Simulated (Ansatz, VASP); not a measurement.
Two plane-wave programs on ZnS

File POSCAR:

```
ZnS
1.0
    3.8658679689      0.0000000000      0.0000000000
   -1.9329339845      3.3479398688      0.0000000000
    0.0000000000      0.0000000000     12.6534621202
Zn S
4 4
Direct
    0.0000000000      0.0000000000      0.0001143924
    0.0000000000      0.0000000000      0.5001143924
    0.3333333333      0.6666666667      0.2500706174
    0.6666666667      0.3333333333      0.7500706174
    0.0000000000      0.0000000000      0.1872361436
    0.0000000000      0.0000000000      0.6872361436
    0.3333333333      0.6666666667      0.4375788466
    0.6666666667      0.3333333333      0.9375788466
```

The input INCAR.step1:

```
ALGO = Normal ; EDIFF = 1E-4
ENCUT = 520 ; GGA = PE
ISMEAR = 0 ; LASPH = T
LCHARG = F ; LREAL = F
LWAVE = T ; NBANDS = 46
NELM = 100 ; PREC = Accurate
SIGMA = 0.05
```

INCAR.step2

```
ALGO = Normal ; EDIFF = 1E-6
ENCUT = 520 ; ISIF = 2
ISMEAR = 0 ; ISTART = 1
LASPH = T ; LCHARG = T
LELF = T ; LMIXTAU = T
LREAL = F ; LVHAR = T
LWAVE = F ; METAGGA = R2SCAN
NBANDS = 46 ; NELM = 100
PREC = Accurate ; SIGMA = 0.05
```

Contents of KPOINTS:

```
k-points
0
Gamma
  6 6 2
```

Input for Ansatz:

```yaml
crystal:
  lattice:
    - [3.8658679689, 0.0, 0.0]
    - [-1.9329339845, 3.3479398688, 0.0]
    - [0.0, 0.0, 12.6534621202]
  atoms:
    - { symbol: Zn, position: [0.0, 0.0, 0.0001143924] }
    - { symbol: Zn, position: [0.0, 0.0, 0.5001143924] }
    - { symbol: Zn, position: [0.3333333333, 0.6666666667, 0.2500706174] }
    - { symbol: Zn, position: [0.6666666667, 0.3333333333, 0.7500706174] }
    - { symbol: S, position: [0.0, 0.0, 0.1872361436] }
    - { symbol: S, position: [0.0, 0.0, 0.6872361436] }
    - { symbol: S, position: [0.3333333333, 0.6666666667, 0.4375788466] }
    - { symbol: S, position: [0.6666666667, 0.3333333333, 0.9375788466] }
basis:
  ecutwfc: 500
kpoints:
  mp_grid: { grid: [6, 6, 2] }
hamiltonian:
  xc: r2scan
scf:
  occupations: { method: gaussian, width: 0.05 }
output:
  forces: true
  stress: true
  eigenvalues: true
  write_density: true
  write_potential: true
  elf: true
  volumetric_format: npy
```

Change from the starting cell: strain +0.015 along x and y, +0.015 along z, atoms carried along.

Alike in both runs: task single point; functional r2SCAN; k mesh 6 × 6 × 2; occupations gaussian, width 0.05 eV; no spin polarisation.

```csv
,VASP,Ansatz
version,VASP 6.6.1,Ansatz 0.2.0
potentials or method,"VASP PAW PBE potentials, release 64 (Zn, S), cutoff 520 eV","scalar-relativistic, plane waves, PAW"
valence electrons in the cell,72,72
```

|  | VASP | Ansatz | Ansatz less VASP |
| --- | --- | --- | --- |
| gap on the k mesh at the Fermi level (eV) | 2.54 | 2.53 | -0.007 |
| least direct gap on the mesh (eV) | 2.54 | 2.53 | -0.007 |
| pressure (GPa) | -3.2 | -3.2 | -0.02 |
| rms of the force components (eV/Å) | 0.009 | 0.003 | -0.0063 |

VASP's potentials were made for PBE, not for r2SCAN. Atom by atom the forces differ by 0.006 eV/Å (rms over components). With one functional, cell and mesh, what is left measures potentials, basis and numerics.
